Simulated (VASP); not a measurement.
Input of a VASP 6.6.1 run:

INCAR

```
PREC = Accurate
ENCUT = 600
EDIFF = 1E-6
ISMEAR = 0
SIGMA = 0.05
LREAL = F
LASPH = T
NELM = 120
ALGO = Normal
ISIF = 2
LWAVE = F
LCHARG = T
GGA = PE
LELF = T
LVHAR = T
NBANDS = 15
GGA_COMPAT = F
```

The input KPOINTS:

```
Automatic mesh
0
Gamma
  6 6 6
```

File POSCAR:

```
TiC
1.0
    0.0000000000      2.1658955069      2.1658955069
    2.1658955069      0.0000000000      2.1658955069
    2.1658955069      2.1658955069      0.0000000000
Ti C
1 1
Direct
    0.0000000000      0.0000000000      0.0000000000
    0.5000000000      0.5000000000      0.5000000000
```

Potentials or basis: VASP PAW PBE potentials, release 64 (Ti_sv, C).

Command:

```console
$ cat potpaw_PBE.64/Ti_sv/POTCAR potpaw_PBE.64/C/POTCAR > POTCAR
$ mpirun -np 1 vasp_std > vasp.out
```

**Question.** What does it give for the band gap on the k mesh?

**Answer.** Zero (band 8 reaches 10.10 eV, above the bottom of band 9 at 9.07 eV).

**Question.** What does it give for the pressure?

**Answer.** 0.3 GPa.

Caveat: the k points lie up to 0.42 Å⁻¹ apart.
